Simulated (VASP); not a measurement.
# Si11O24 (a cell with a defect) in VASP: further runs, part 2 of 2

VASP 6.6.1. Earlier steps stand in the parts before.

## Step 3: Single point, PBE

File INCAR:

```
SYSTEM = Si11O24
  PREC = Accurate
  ENCUT = 520
  EDIFF = 1E-6
  ISMEAR = 0
  SIGMA = 0.05
  LREAL = Auto
  LASPH = .True.
  NELM = 120
  ALGO = Normal
  ISIF = 2
  LWAVE = .False.
  LCHARG = .True.
  GGA = PE
  LELF = .True.
  LVHAR = .True.
  NBANDS = 117
  NELECT = 190.0
  GGA_COMPAT = .False.
```

File KPOINTS:

```
Automatic mesh
0
Gamma
  2 2 1
  0 0 0
```

File POSCAR:

```
Si11O24
1.0
   -2.4574830000      4.2564860000      5.4313010000
    4.9149660000      0.0000000000      5.4313010000
    4.9149660000      8.5129710000      0.0000000000
Si O
11 24
Direct
   -0.0044344482     -0.0003091667      0.2648679488
    0.5647943929      0.1086217923      0.9476649896
    0.9245321382      0.3968623122      0.0439531507
    0.0055269356     -0.0013566641      0.7703553408
    0.5624090822      0.1046200514      0.4458081222
    0.9338743963      0.4011274752      0.5332013590
    0.4968164748      0.5014428741      0.5161869611
    0.0767607179      0.6068152798      0.1980812667
    0.4279542685      0.9030562941      0.2807965219
    0.0624675312      0.5960599561      0.7078084523
    0.4498809488      0.8761383604      0.7834734830
    0.4380290583      0.3283322610      0.9584351275
    0.1878296114      0.9186623691      0.3364386991
    0.5233253301      0.9344878163      0.1043861255
    0.0549203637      0.1716181765      0.1143583410
    0.9850450400      0.5684838474      0.0822672341
    0.3007654310      0.6253581626      0.1455635352
    0.4550184140      0.3255474209      0.4738284074
    0.2032043502      0.9168221407      0.8326333460
    0.5098761281      0.9354724173      0.5985721553
    0.0398571676      0.1797863396      0.6187120248
    0.9785653747      0.5695600192      0.5832831079
    0.3036026855      0.5728449649      0.6439639486
    0.9355476351      0.8235820835      0.2353162708
    0.6944520562      0.4192647126      0.5796026493
    0.0232104932      0.4312159877      0.3553575903
    0.5345584101      0.6841216078      0.3696912172
    0.4699916396      0.0745460319      0.3292727258
    0.8033511352      0.0839561601      0.3910389381
    0.9672812012      0.8233809256      0.7232769980
    0.6973383758      0.3872419117      0.1148293547
    0.0141696896      0.4293200010      0.8616612126
    0.5789017704      0.6594473838      0.8425054800
    0.5021500190      0.0490683723      0.8254959960
    0.8106032050      0.0765949083      0.8936951396
```

Potentials or basis: VASP PAW PBE potentials, release 64 (Si, O).

The run is started by

```
cat potpaw_PBE.64/Si/POTCAR potpaw_PBE.64/O/POTCAR > POTCAR
mpirun -np 1 vasp_std > vasp.out
```

OUTCAR:

```text
SYSTEM = Si11O24
   PREC = Accurate
   ENCUT = 520
   EDIFF = 1E-6
   ISMEAR = 0
   LREAL = Auto
   LASPH = .True.
   NELM = 120
   ISIF = 2
   GGA = PE
   NELECT = 190.0

 ion  position               nearest neighbor table
   1  0.996  1.000  0.265-  15 1.62  24 1.63  13 1.63  29 1.64   8 2.99   3 3.00   9 3.06   5 3.06

   2  0.565  0.109  0.948-  12 1.59  34 1.64  14 1.65  35 1.66   9 3.08   4 3.10  11 3.15
   3  0.925  0.397  0.044-  31 1.59  16 1.65  32 1.65  15 1.66   1 3.00  10 3.09   8 3.12
   4  0.006  0.999  0.770-  35 1.62  19 1.62  30 1.63  21 1.64  10 3.08   2 3.10   6 3.10  11 3.12
[... 23 lines left out ...]
  22  0.979  0.570  0.583-   6 1.63  10 1.63
  23  0.304  0.573  0.644-   7 1.62  10 1.64
  24  0.936  0.824  0.235-   1 1.63   8 1.67
  25  0.694  0.419  0.580-   7 1.62   6 1.63
  26  0.023  0.431  0.355-   6 1.61   8 1.67
  27  0.535  0.684  0.370-   7 1.62   9 1.63
  28  0.470  0.075  0.329-   5 1.61   9 1.63
  29  0.803  0.084  0.391-   5 1.63   1 1.64
  30  0.967  0.823  0.723-  10 1.62   4 1.63
  31  0.697  0.387  0.115-   3 1.59
  32  0.014  0.429  0.862-  10 1.61   3 1.65
  33  0.579  0.659  0.843-  11 1.59
  34  0.502  0.049  0.825-  11 1.64   2 1.64
[... 260 lines left out ...]
  band No.  band energies     occupation
      1     -19.0152      2.00000
      2     -18.5783      2.00000
      3     -18.2617      2.00000
      4     -18.1476      2.00000
      5     -18.0118      2.00000
      6     -17.9265      2.00000
[... 429 lines left out ...]
    106       9.8409      0.00000
    107       9.9104      0.00000
 [bands above 107 left out]

------------------------ aborting loop because EDIFF is reached ----------------------------------------

  FORCE on cell =-STRESS in cart. coord.  units (eV):
  Direction    XX          YY          ZZ          XY          YZ          ZX
  --------------------------------------------------------------------------------------
  -------------------------------------------------------------------------------------
  Total       21.6323093     21.3998870     18.5372295      0.4213423     -0.6528389      1.2613030
  in kB       76.2566838     75.4373650     65.3461277      1.4852860     -2.3013414      4.4462561
  external PRESSURE =      72.3467255 kB  Pullay stress =       0.0000000 kB

 VOLUME and BASIS-vectors are now :
 -----------------------------------------------------------------------------
  energy-cutoff  :      520.00
  volume of cell :      454.50
      direct lattice vectors                 reciprocal lattice vectors
    -2.457483000  4.256486000  5.431301000    -0.101730101  0.058733900  0.092058972
     4.914966000  0.000000000  5.431301000     0.101730101 -0.058733900  0.092058977
     4.914966000  8.512971000  0.000000000     0.050865056  0.088100850 -0.046029491

 POSITION                                       TOTAL-FORCE (eV/Angst)
 -----------------------------------------------------------------------------------
      3.76868      6.49242     10.83684         0.012255      0.048074      0.000456
      3.80364     10.47148      3.65753        -0.075559      0.043456     -0.021257
     -0.10543      4.30943      7.17689        -0.062189     -0.011317      0.109613
      8.68099      6.58154      5.45395        -0.003736      0.002884     -0.008195
      1.32323      6.18904      3.62284         0.014785     -0.028597     -0.004126
      2.29721      8.51415      7.25080        -0.008726      0.009287     -0.003802
[... 27 lines left out ...]
      3.06443      9.16482      2.99383        -0.004814      0.016499      0.010367
      2.77690     11.05832      4.81864         0.010183     -0.008227      0.007173
 -----------------------------------------------------------------------------------
    total drift:                                0.007450      0.013098     -0.008187

  FREE ENERGIE OF THE ION-ELECTRON SYSTEM (eV)
  ---------------------------------------------------
  free  energy   TOTEN  =      -259.0884678428 eV

  energy  without entropy=     -259.0486619641  energy(sigma->0) =     -259.06856490
```

OSZICAR:

```text
N       E                     dE             d eps       ncg     rms          rms(c)
DAV:   1     0.124589216119E+04    0.12459E+04   -0.10117E+05   952   0.151E+03
DAV:   2    -0.196117804944E+03   -0.14420E+04   -0.14164E+04  1129   0.345E+02
DAV:   3    -0.293901816585E+03   -0.97784E+02   -0.97102E+02  1096   0.966E+01
[... 24 lines left out ...]
DAV:  28    -0.259088488047E+03    0.62268E-06   -0.42863E-04  1136   0.265E-02    0.102E-01
DAV:  29    -0.259088465275E+03    0.22772E-04   -0.22750E-04  1120   0.175E-02    0.247E-02
DAV:  30    -0.259088468623E+03   -0.33478E-05   -0.12218E-05   904   0.819E-03    0.223E-02
DAV:  31    -0.259088467445E+03    0.11776E-05   -0.13838E-05   768   0.574E-03    0.106E-02
DAV:  32    -0.259088467843E+03   -0.39758E-06   -0.88543E-07   568   0.286E-03
   1 F= -.25908847E+03 E0= -.25906856E+03  d E =-.398059E-01
```

It took 23 min on 1 thread of Oxide Virtual Turin-like, shared host; peak memory 0.51 GiB.

What came out:

* Free energy: -259.0885 eV
* Largest force: 0.143 eV/Å

Forces in eV/Å, atoms in the order of the input:
```
Si   0.012  0.048  0.000
Si  -0.076  0.043 -0.021
Si  -0.062 -0.011  0.110
Si  -0.004  0.003 -0.008
Si   0.015 -0.029 -0.004
Si  -0.009  0.009 -0.004
Si   0.024  0.021  0.013
Si   0.022 -0.056 -0.111
Si  -0.026 -0.004  0.002
Si   0.019 -0.038  0.022
Si   0.053 -0.063  0.018
O    0.107 -0.052  0.029
O    0.001 -0.007  0.000
O   -0.002 -0.012  0.001
O   -0.011 -0.003  0.025
O   -0.008  0.009 -0.008
O   -0.051  0.055  0.122
O   -0.011  0.022  0.006
O   -0.013 -0.003 -0.001
O    0.008  0.010 -0.004
O    0.007  0.003 -0.010
O   -0.006  0.003 -0.014
O   -0.004 -0.018 -0.011
O   -0.014 -0.007 -0.023
O   -0.014 -0.006  0.014
O    0.000 -0.030  0.039
O    0.019  0.003 -0.006
O   -0.007  0.002 -0.007
O    0.009 -0.002 -0.012
O    0.018  0.013 -0.005
O    0.073 -0.013 -0.114
O    0.015  0.031 -0.015
O   -0.093  0.070 -0.036
O   -0.005  0.016  0.010
O    0.010 -0.008  0.007
```

Caveat: the k points lie up to 0.70 Å⁻¹ apart; the cell carries a net charge on a neutralising background, which shifts energy and pressure; the cell is charged against a uniform background, so pressure and absolute levels hang on convention.
